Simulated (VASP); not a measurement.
# WSe2 (P-6m2) in VASP: notebook

WSe2 is run at these levels: PBE; tasks: single point.

Everything below comes from runs of VASP 6.6.1. Logs are shortened: lines on timing, memory, paths and dates and some standing lists are left out, and cuts for length are marked.

### 1 The cell of the first run

It takes space group P-6m2 (No. 187, hexagonal). The conventional cell has a = 3.162 Å, b = 3.162 Å, c = 6.889 Å, α = 90.00°, β = 90.00°, γ = 120.00°. Within 3.3 Å of W (site symmetry -6m2) lie 6 Se at 2.50 Å and 6 W at 3.16 Å. Within 3.5 Å of Se (site symmetry 3m) lie 3 W at 2.50 Å and 8 Se at 3.16 to 3.47 Å.

### 2 Single point, PBE (strain -4.1%)

INCAR reads:

```
PREC     = Accurate       # precision mode
ENCUT    = 520            # plane-wave cutoff, eV
EDIFF    = 1E-7           # SCF threshold, eV
ISMEAR   = -1             # smearing method
SIGMA    = 0.02           # smearing width, eV
LREAL    = False          # projectors in reciprocal space
LASPH    = True           # aspherical terms in the spheres
NELM     = 80             # most SCF steps
ALGO     = Normal         # electronic algorithm
ISIF     = 2              # what is computed and relaxed
LWAVE    = False          # write WAVECAR
LCHARG   = False          # write CHGCAR
GGA      = PE             # functional
NBANDS   = 20             # bands
```

KPOINTS reads:

```
regular mesh
0
Gamma
  12 12 4
```

POSCAR reads:

```
WSe2
1.0
    3.1616982637      0.0000000000      0.0000000000
   -1.5808491319      2.7381110155      0.0000000000
    0.0000000000      0.0000000000      6.8890030931
W Se
1 2
Direct
    0.0000000000      0.0000000000      0.0000000000
    0.3333333333      0.6666666667      0.2479687316
    0.3333333333      0.6666666667      0.7520312684
```

Potentials or basis: VASP PAW PBE potentials, release 64 (W_sv, Se).

Command:

```
cat potpaw_PBE.64/W_sv/POTCAR potpaw_PBE.64/Se/POTCAR > POTCAR
mpirun -np 1 vasp_std > vasp.out
```

OUTCAR:

```text
PREC = Accurate
   ENCUT = 520
   EDIFF = 1E-7
   ISMEAR = -1
   LREAL = False
   LASPH = True
   NELM = 80
   ISIF = 2
   GGA = PE

 ion  position               nearest neighbor table
   1  0.000  0.000  0.000-   2 2.50   3 2.50   2 2.50   3 2.50   2 2.50   3 2.50
   2  0.333  0.667  0.248-   1 2.50   1 2.50   1 2.50
   3  0.333  0.667  0.752-   1 2.50   1 2.50   1 2.50

  LATTYP: Found a hexagonal cell.
 ALAT       =     3.1616982637
 C/A-ratio  =     2.1788932778

  Lattice vectors:

 A1 = (   3.1616982637,   0.0000000000,   0.0000000000)
 A2 = (  -1.5808491319,   2.7381110155,   0.0000000000)
 A3 = (   0.0000000000,   0.0000000000,   6.8890030931)

Analysis of symmetry for initial positions (statically):
=====================================================================
 Subroutine PRICEL returns:
 Original cell was already a primitive cell.

 Routine SETGRP: Setting up the symmetry group for a
 hexagonal supercell.

 Subroutine GETGRP returns: Found 12 space group operations
 (whereof 12 operations were pure point group operations)
 out of a pool of 24 trial point group operations.

The static configuration has the point symmetry D_3h.

Analysis of symmetry for dynamics (positions and initial velocities):
=====================================================================
 Subroutine PRICEL returns:
 Original cell was already a primitive cell.

 Routine SETGRP: Setting up the symmetry group for a
 hexagonal supercell.

 Subroutine GETGRP returns: Found 12 space group operations
 (whereof 12 operations were pure point group operations)
 out of a pool of 24 trial point group operations.

The dynamic configuration has the point symmetry D_3h.

 Subroutine INISYM returns: Found 12 space group operations
 (whereof 12 operations are pure point group operations),
 and found     1 'primitive' translations

----------------------------------------------------------------------------------------

                                     Primitive cell

  volume of cell :      59.6387

  direct lattice vectors                    reciprocal lattice vectors
     3.161698264  0.000000000  0.000000000     0.316285716  0.182607643  0.000000000
    -1.580849132  2.738111015  0.000000000     0.000000000  0.365215287  0.000000000
     0.000000000  0.000000000  6.889003093     0.000000000  0.000000000  0.145158884

  length of vectors
     3.161698264  3.161698264  6.889003093     0.365215287  0.365215287  0.145158884

  position of ions in fractional coordinates (direct lattice)
     0.000000000  0.000000000  0.000000000
     0.333333333  0.666666667  0.247968732
     0.333333333  0.666666667  0.752031268

  ion indices of the primitive-cell ions
   primitive index   ion index
                 1           1
                 2           2
                 3           3

----------------------------------------------------------------------------------------

 KPOINTS: regular mesh

Automatic generation of k-mesh.
 Grid dimensions read from file:
 generate k-points for:   12   12    4

 Generating k-lattice:

  Cartesian coordinates                     Fractional coordinates (reciprocal lattice)
     0.026357143  0.015217304  0.000000000     0.083333333  0.000000000  0.000000000
     0.000000000  0.030434607  0.000000000     0.000000000  0.083333333  0.000000000
     0.000000000  0.000000000  0.036289721     0.000000000  0.000000000  0.250000000

  Length of vectors
     0.030434607  0.030434607  0.036289721

  Shift w.r.t. Gamma in fractional coordinates (k-lattice)
     0.000000000  0.000000000  0.000000000

 Subroutine IBZKPT returns following result:
 ===========================================

 Found     57 irreducible k-points:

 Following reciprocal coordinates:
            Coordinates               Weight
  0.000000  0.000000  0.000000      1.000000
  0.083333 -0.000000  0.000000      6.000000
  0.166667 -0.000000  0.000000      6.000000
  0.250000  0.000000  0.000000      6.000000
  0.333333 -0.000000  0.000000      6.000000
  0.416667 -0.000000  0.000000      6.000000
[... 16 lines left out ...]
  0.250000  0.000000  0.250000     12.000000
  0.333333 -0.000000  0.250000     12.000000
 [... further k-points ...]
   k-points           NKPTS =     57   k-points in BZ     NKDIM =     57   number of bands    NBANDS=     20
   number of dos      NEDOS =    301   number of ions     NIONS =      3
   total plane-waves  NPLWV =  31104
   dimension x,y,z NGX =    24 NGY =   24 NGZ =   54
   dimension x,y,z NGXF=    48 NGYF=   48 NGZF=  108
   ions per type =               1   2
   NGX,Y,Z   is equivalent  to a cutoff of  12.62, 12.62, 13.03 a.u.
   NGXF,Y,Z  is equivalent  to a cutoff of  25.24, 25.24, 26.06 a.u.
 SYSTEM =  unknown system
   PREC   = accura    normal or accurate (medium, high low for compatibility)
   ISTART =      0    job   : 0-new  1-cont  2-samecut
   ICHARG =      2    charge: 1-file 2-atom 10-const
   ISPIN  =      1    spin polarized calculation?
   LNONCOLLINEAR =      F non collinear calculations
   LSORBIT =      F    spin-orbit coupling
   LASPH  =      T    aspherical Exc in radial PAW
   ENCUT  =  520.0 eV  38.22 Ry    6.18 a.u.   5.88  5.88 12.81*2*pi/ulx,y,z
   NELM   =     80;   NELMIN=  2; NELMDL= -5     # of ELM steps
   EDIFF  = 0.1E-06   stopping-criterion for ELM
   LREAL  =      F    real-space projection
   EDIFFG = 0.1E-05   stopping-criterion for IOM
   NSW    =      0    number of steps for IOM
   IBRION =     -1    ionic relax: 0-MD 1-quasi-New 2-CG
   NFREE  =      0    steps in history (QN), initial steepest desc. (CG)
   ISIF   =      2    stress and relaxation
   ISYM   =      2    0-nonsym 1-usesym 2-fastsym
   POTIM  = 0.5000    time-step for ionic-motion
   TEBEG  =    0.0;   TEEND  =   0.0 temperature during run
   PSTRESS=    0.0 pullay stress
   NELECT =      26.0000    total number of electrons
   NUPDOWN=      -1.0000    fix difference up-down
   EMIN   =  10.00;   EMAX   =-10.00  energy-range for DOS
   EFERMI =   0.00;   METHOD = LEGACY
   ISMEAR =    -1;   SIGMA  =   0.02  broadening in eV -4-tet -1-fermi 0-gaus
   EFERMI_NEDOS =   21; number of points for ismear=-14 and -15
   IALGO  =     38    algorithm
   IMIX   =      4    mixing-type and parameters
     AMIX     =   0.40;   BMIX     =  1.00
     AMIX_MAG =   1.60;   BMIX_MAG =  1.00
  volume/ion in A,a.u.               =      19.88       134.15
  Fermi-wavevector in a.u.,A,eV,Ry     =   1.241338  2.345788 20.965485  1.540920
  Thomas-Fermi vector in A             =   2.375740
   LORBIT       =      0    0 simple, 1 ext, 2 COOP (PROOUT), +10 PAW based schemes
   GGA     = PE    functional components
   LHFCALC =     F    Hartree Fock is set to
   AEXX    =    0.0000 exact exchange contribution
   IVDW    =     0    specifies the selected vdW correction
   LEPSILON=     F    determine dielectric tensor
   LRPA    =     F    only Hartree local field effects (RPA)
 non-spin polarized calculation
  energy-cutoff  :      520.00
  volume of cell :       59.64
 maximum number of plane-waves:      1624
 NGX is ok and might be reduce to    24
   NGX = 11   NGY = 11   NGZ = 25

 number of electron      25.9999997 magnetization

 Free energy of the ion-electron system (eV)
  ---------------------------------------------------
  ext. energy  EPLUGINS =         0.00000000
  ---------------------------------------------------
  free energy    TOTEN  =       -21.28790285 eV

  energy without entropy =      -21.28790285  energy(sigma->0) =      -21.28790285

 E-fermi :   6.6684     XC(G=0): -10.7167

 val. band max:        6.2634103107   @ k =   0.3333   0.3333   0.5000
 cond. band min:       7.3059555082   @ k =   0.1667   0.1667   0.0000
 fundamental gap:      1.0425451976
 Fermi energy:         6.6683697415

 k-point     1 :       0.0000    0.0000    0.0000
  band No.  band energies     occupation
      1     -67.6604      2.00000
      2     -32.0149      2.00000
      3     -31.7403      2.00000
      4     -31.7403      2.00000
      5      -9.1607      2.00000
      6      -7.6993      2.00000
[... 12 lines left out ...]
     19      14.1147      0.00000
     20      15.4435      0.00000

 k-point     2 :       0.0833   -0.0000    0.0000
  band No.  band energies     occupation
      1     -67.6591      2.00000
      2     -32.0103      2.00000
      3     -31.7645      2.00000
      4     -31.7459      2.00000
      5      -9.0385      2.00000
      6      -7.6347      2.00000
[... 12 lines left out ...]
     19      14.3472      0.00000
     20      16.0833      0.00000

 k-point     3 :       0.1667   -0.0000    0.0000
  band No.  band energies     occupation
      1     -67.6557      2.00000
      2     -31.9975      2.00000
      3     -31.8303      2.00000
      4     -31.7612      2.00000
      5      -8.6862      2.00000
      6      -7.4489      2.00000
[... 12 lines left out ...]
     19      15.1669      0.00000
     20      15.7449      0.00000

 k-point     4 :       0.2500    0.0000    0.0000
  band No.  band energies     occupation
      1     -67.6511      2.00000
      2     -31.9801      2.00000
      3     -31.9190      2.00000
      4     -31.7820      2.00000
      5      -8.1485      2.00000
      6      -7.1680      2.00000
[... 12 lines left out ...]
     19      14.7429      0.00000
     20      15.2357      0.00000

 k-point     5 :       0.3333   -0.0000    0.0000
  band No.  band energies     occupation
      1     -67.6465      2.00000
      2     -32.0064      2.00000
      3     -31.9625      2.00000
      4     -31.8027      2.00000
      5      -7.5130      2.00000
      6      -6.8461      2.00000
[... 12 lines left out ...]
     19      13.6277      0.00000
     20      14.4000      0.00000

 k-point     6 :       0.4167   -0.0000    0.0000
  band No.  band energies     occupation
      1     -67.6431      2.00000
      2     -32.0695      2.00000
      3     -31.9497      2.00000
      4     -31.8179      2.00000
      5      -6.9442      2.00000
      6      -6.5742      2.00000
[... 12 lines left out ...]
     19      13.0084      0.00000
     20      14.0438      0.00000

 k-point     7 :       0.5000    0.0000    0.0000
  band No.  band energies     occupation
      1     -67.6419      2.00000
      2     -32.0924      2.00000
      3     -31.9450      2.00000
      4     -31.8234      2.00000
      5      -6.7005      2.00000
      6      -6.4645      2.00000
[... 12 lines left out ...]
     19      12.8976      0.00000
     20      13.9872      0.00000
[... 277 lines left out ...]
 k-point    20 :       0.0000    0.0000    0.2500
  band No.  band energies     occupation
      1     -67.6604      2.00000
      2     -32.0149      2.00000
      3     -31.7403      2.00000
      4     -31.7403      2.00000
      5      -9.0933      2.00000
      6      -7.8203      2.00000
[... 12 lines left out ...]
     19      14.3024      0.00000
     20      15.1783      0.00000

 k-point    21 :       0.0833   -0.0000    0.2500
  band No.  band energies     occupation
      1     -67.6591      2.00000
      2     -32.0103      2.00000
      3     -31.7645      2.00000
      4     -31.7459      2.00000
      5      -8.9710      2.00000
      6      -7.7532      2.00000
[... 12 lines left out ...]
     19      14.4872      0.00000
     20      15.8150      0.00000

 k-point    22 :       0.1667   -0.0000    0.2500
  band No.  band energies     occupation
      1     -67.6557      2.00000
      2     -31.9975      2.00000
      3     -31.8303      2.00000
      4     -31.7612      2.00000
      5      -8.6183      2.00000
      6      -7.5599      2.00000
[... 12 lines left out ...]
     19      15.0989      0.00000
     20      15.7499      0.00000

 k-point    23 :       0.2500    0.0000    0.2500
  band No.  band energies     occupation
      1     -67.6511      2.00000
      2     -31.9801      2.00000
      3     -31.9190      2.00000
      4     -31.7820      2.00000
      5      -8.0813      2.00000
      6      -7.2671      2.00000
[... 12 lines left out ...]
     19      14.3805      0.00000
     20      15.4006      0.00000

 k-point    24 :       0.3333   -0.0000    0.2500
  band No.  band energies     occupation
      1     -67.6465      2.00000
      2     -32.0064      2.00000
      3     -31.9625      2.00000
      4     -31.8027      2.00000
      5      -7.4500      2.00000
      6      -6.9287      2.00000
[... 12 lines left out ...]
     19      13.5111      0.00000
     20      14.6308      0.00000

 [... further k-points ...]
[... 5 lines left out ...]
  --------------------------------------------------------------------------------------
  -------------------------------------------------------------------------------------
  Total        5.5050104      5.5050104      3.4685457     -0.0000000      0.0000000      0.0000000
  in kB      147.8907028    147.8907028     93.1815967     -0.0000000      0.0000000      0.0000000
  external PRESSURE =     129.6543341 kB  Pullay stress =       0.0000000 kB

 VOLUME and BASIS-vectors are now :
 -----------------------------------------------------------------------------
  energy-cutoff  :      520.00
  volume of cell :       59.64
      direct lattice vectors                 reciprocal lattice vectors
     3.161698264  0.000000000  0.000000000     0.316285716  0.182607643  0.000000000
    -1.580849132  2.738111015  0.000000000     0.000000000  0.365215287  0.000000000
     0.000000000  0.000000000  6.889003093     0.000000000  0.000000000  0.145158884

 POSITION                                       TOTAL-FORCE (eV/Angst)
 -----------------------------------------------------------------------------------
      0.00000      0.00000      0.00000        -0.000000      0.000000      0.000000
     -0.00000      1.82541      1.70826         0.000000      0.000000      0.395842
     -0.00000      1.82541      5.18075         0.000000     -0.000000     -0.395842
 -----------------------------------------------------------------------------------
    total drift:                                0.000000     -0.000000     -0.000000

  FREE ENERGIE OF THE ION-ELECTRON SYSTEM (eV)
  ---------------------------------------------------
  free  energy   TOTEN  =       -21.2879028543 eV

  energy  without entropy=      -21.2879028543  energy(sigma->0) =      -21.28790285
```

It took 62 s on 1 thread of Intel Xeon Platinum 8259CL at 2.50GHz (Skylake/Cascade Lake), shared host; peak memory 0.22 GiB.

What came out:

```yaml
Free_energy: -21.2879 eV
Pressure: 13.0 GPa
Largest_force: 0.396 eV/Å
Band_gap_on_the_k_mesh: 1.04 eV (least direct gap 2.00 eV)
```

Forces in eV/Å, atoms in the order of the input:
```
W    0.000  0.000  0.000
Se   0.000  0.000  0.396
Se   0.000  0.000 -0.396
```

Stress tensor (GPa, compression positive):
```
14.79  0.00  0.00
 0.00 14.79  0.00
 0.00  0.00  9.32
```

Caveat: the cell differs from its parent crystal (strain -4.1%); the cell stands under pressure; spin-orbit coupling is left out, which moves the levels of the heavy elements; this functional lacks dispersion, which binds the layers, so the pressure and a relaxed spacing across them are unreliable.

### 3 Single point, PBE (uniaxial z strain -0.4%)

INCAR reads:

```
ALGO = Normal
EDIFF = 1E-7
ENCUT = 520
GGA = PE
ISIF = 2
ISMEAR = -1
LASPH = True
LCHARG = True
LELF = True
LREAL = False
LVHAR = True
LWAVE = False
NBANDS = 20
NELM = 100
PREC = Accurate
SIGMA = 0.02
```

KPOINTS reads:

```
k-points
0
Gamma
  12 12 4
```

POSCAR reads:

```
WSe2
1.0
    3.2972137488      0.0000000000      0.0000000000
   -1.6486068744      2.8554708682      0.0000000000
    0.0000000000      0.0000000000      7.1548213373
W Se
1 2
Direct
    0.0000000000      0.0000000000      0.0000000000
    0.3333333333      0.6666666667      0.2328179824
    0.3333333333      0.6666666667      0.7671820176
```

Potentials or basis: VASP PAW PBE potentials, release 64 (W_sv, Se).

Command:

```
cat potpaw_PBE.64/W_sv/POTCAR potpaw_PBE.64/Se/POTCAR > POTCAR
mpirun -np 1 vasp_std > vasp.out
```

Run time: 77 s. Hardware: 1 thread of Intel Xeon Platinum 8259CL at 2.50GHz (Skylake/Cascade Lake), shared host; peak memory 0.23 GiB.

The run converged. Its results:

```
Free energy            : -21.5836 eV
Pressure               : 3.4 GPa
Largest force          : 0.343 eV/Å
Band gap on the k mesh : 1.35 eV (least direct gap 1.55 eV)
```

Forces in eV/Å, atoms in the order of the input:
```
W    0.000  0.000  0.000
Se   0.000  0.000  0.343
Se   0.000  0.000 -0.343
```

Stress tensor (GPa, compression positive):
```
2.89 0.00 0.00
0.00 2.89 0.00
0.00 0.00 4.43
```

Levels at points of the mesh, in eV from the valence-band top:
```
           k point  band 9  band 10  band 11  band 12  band 13  band 14  band 15  band 16  band 17  band 18
(0.00, 0.00, 0.00)   -2.48    -1.52    -1.33    -1.33    -0.76     2.92     2.92     3.04     3.04     4.48
(0.50, 0.00, 0.00)   -4.49    -3.10    -1.88    -1.24    -1.06     2.33     2.58     3.93     4.05     4.47
(0.00, 0.00, 0.50)   -2.47    -2.47    -1.34    -1.34     0.00     2.86     2.86     3.13     3.13     5.19
(0.50, 0.00, 0.50)   -4.14    -3.12    -2.59    -0.99    -0.93     2.34     2.79     3.31     4.29     4.81
```

Caveat: the cell differs from its parent crystal (uniaxial z strain -0.4%); the cell stands under pressure; spin-orbit coupling is left out, which moves the levels of the heavy elements; this functional lacks dispersion, which binds the layers, so the pressure and a relaxed spacing across them are unreliable.
